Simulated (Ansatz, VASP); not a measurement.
One calculation of C, two programs

```xyz
8
Lattice="2.5221 0.0000 0.0000 -1.2610 2.1842 0.0000 0.0000 0.0000 8.2371" Properties=species:S:1:pos:R:3 pbc="T T T"
C     0.0000    0.0000    0.7722
C     0.0000    0.0000    4.8908
C     0.0000    0.0000    3.3463
C     0.0000    0.0000    7.4649
C     0.0000    1.3305    1.2426
C     1.2610    0.7281    5.4056
C     0.0000    1.4561    2.8315
C     1.2610    0.7281    6.9501
```

Alike in both runs: task single point; functional r2SCAN; k mesh 12 × 12 × 4; occupations gaussian, width 0.05 eV; no spin polarisation.

|  | VASP | Ansatz |
| --- | --- | --- |
| version | VASP 6.6.1 | Ansatz 0.2.0 |
| potentials or method | VASP PAW PBE potentials, release 64 (C), cutoff 520 eV | scalar-relativistic, plane waves, PAW |
| valence electrons in the cell | 32 | 32 |

VASP gave:

| Item | Value |
| --- | --- |
| gap on the k mesh at the Fermi level (eV) | 3.90 |
| least direct gap on the mesh (eV) | 4.31 |
| pressure (GPa) | 1.1 |
| traceless stress, the component that is largest in VASP (GPa) | 7.26 |
| rms of the force components (eV/Å) | 1.719 |

Which values does Ansatz return?

gap on the k mesh at the Fermi level (eV): 3.92; least direct gap on the mesh (eV): 4.35; pressure (GPa): 0.0; traceless stress, the component that is largest in VASP (GPa): 7.30; rms of the force components (eV/Å): 1.710.

VASP's potentials were made for PBE, not for r2SCAN. Atom by atom the forces differ by 0.010 eV/Å (rms over components).
